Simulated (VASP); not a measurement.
Ge, 1 atom in the cell. Symmetry: Im-3m, No. 229, cubic system. Conventional cell: a = 3.270 Å, b = 3.270 Å, c = 3.270 Å, α = 90.00°, β = 90.00°, γ = 90.00°. Ge (site symmetry m-3m) has 14 Ge at 2.83 to 3.27 Å within 3.7 Å. 

* Program: VASP 6.6.1
* Task: relaxation of cell and atoms
* Functional: PBE
* Potentials or basis: VASP PAW PBE potentials, release 64 (Ge_d)
* Cutoff: 600 eV
* k mesh: 17 × 17 × 17
* Occupations: methfessel-paxton, width 0.05 eV
* Spin: no spin polarisation
* Target pressure: 20 GPa
* Dipole correction: no
* Further INCAR settings: ALGO = Normal; EDIFF = 1e-06; IBRION = 2; EDIFFG = -0.02; NSW = 80; ISIF = 3

Potentials or basis: VASP PAW PBE potentials, release 64 (Ge_d).

Command:

```console
$ cat potpaw_PBE.64/Ge_d/POTCAR > POTCAR
$ mpirun -np 1 vasp_std > vasp.out
```

Hardware: 1 thread of Intel(R) Xeon(R) Platinum 8259CL CPU @ 2.50GHz (Skylake/Cascade Lake), on a shared host.

Estimate the wall time of this run.

It took 72 s on 1 thread of Intel(R) Xeon(R) Platinum 8259CL CPU @ 2.50GHz (Skylake/Cascade Lake) (shared host), peak memory 0.17 GiB. Counts: scf iterations 31, k points 165, ion steps 4.
